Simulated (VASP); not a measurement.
Wanted: the native input for a VASP 6.6.1 run.

| Item | Value |
| --- | --- |
| Task | single point |
| Functional | PBE |
| Dispersion | D3(BJ) |
| Potentials or basis | VASP PAW PBE potentials, release 64 (Cu_sv_GW, C, O) |
| Cutoff | 610 eV |
| k mesh | 2 × 2 × 1 |
| Occupations | fermi-dirac, width 0.05 eV |
| Spin | no spin polarisation |
| Dipole correction | no |
| Further INCAR settings | ALGO = Normal; EDIFF = 1e-06; NBANDS = 132; NELMDL = -8 |

The structure of Cu12CO lies in POSCAR:

```
Cu12CO
1.0
    5.1053110000      0.0000000000      0.0000000000
    2.5526550000      4.4213290000      0.0000000000
    0.0000000000      0.0000000000     19.1684690000
Cu C O
12 1 1
Direct
    0.1666599093      0.1666693431      0.0521690073
    0.6666686257      0.1666693431      0.0521690073
    0.1666700955      0.6666773723      0.0521690073
    0.6666592245      0.6666773723      0.0521690073
   -0.1685719311      0.3262141315      0.1495528933
    0.3446054631      0.3468866488      0.1402511593
   -0.1682280625      0.8304516583      0.1483999583
    0.3259789280      0.8306552170      0.1493703018
   -0.0136255831     -0.0156061673      0.2553829416
    0.5294067037     -0.0251055735      0.2456638556
   -0.0378114035      0.5400412410      0.2488879002
    0.5215455187      0.5223768690      0.2578192343
    0.7573392964      0.6402147409      0.3621989842
    0.7303233353      0.7022775279      0.4220316187
```

These files were run (other wordings do the same):

INCAR

```
  ALGO = Normal
  EDIFF = 1E-6
  ENCUT = 610
  GGA = PE
  GGA_COMPAT = False
  ISIF = 2
  ISMEAR = -1
  IVDW = 12
  LASPH = True
  LCHARG = True
  LELF = True
  LREAL = False
  LVHAR = True
  LWAVE = False
  NBANDS = 132
  NELM = 120
  NELMDL = -8
  PREC = Accurate
  SIGMA = 0.05
```

KPOINTS

```
k-points
0
Gamma
  2 2 1
```

Potentials or basis: VASP PAW PBE potentials, release 64 (Cu_sv_GW, C, O).

Run with:

```sh
$ cat potpaw_PBE.64/Cu_sv_GW/POTCAR potpaw_PBE.64/C/POTCAR potpaw_PBE.64/O/POTCAR > POTCAR
$ mpirun -np 1 vasp_std > vasp.out
```

It gave:

```
Largest force              : 3.793 eV/Å
Band gap on the k mesh     : 0.14 eV (least direct gap 0.17 eV)
Dispersion energy per atom : -0.362 eV
```

Caveat: the k points lie up to 0.71 Å⁻¹ apart; there is no dipole correction, which matters where the two faces differ.

Run time: 27 min on 1 thread of Intel(R) Xeon(R) Platinum 8375C CPU @ 2.90GHz (Ice Lake), on a shared host, peak memory 0.71 GiB.
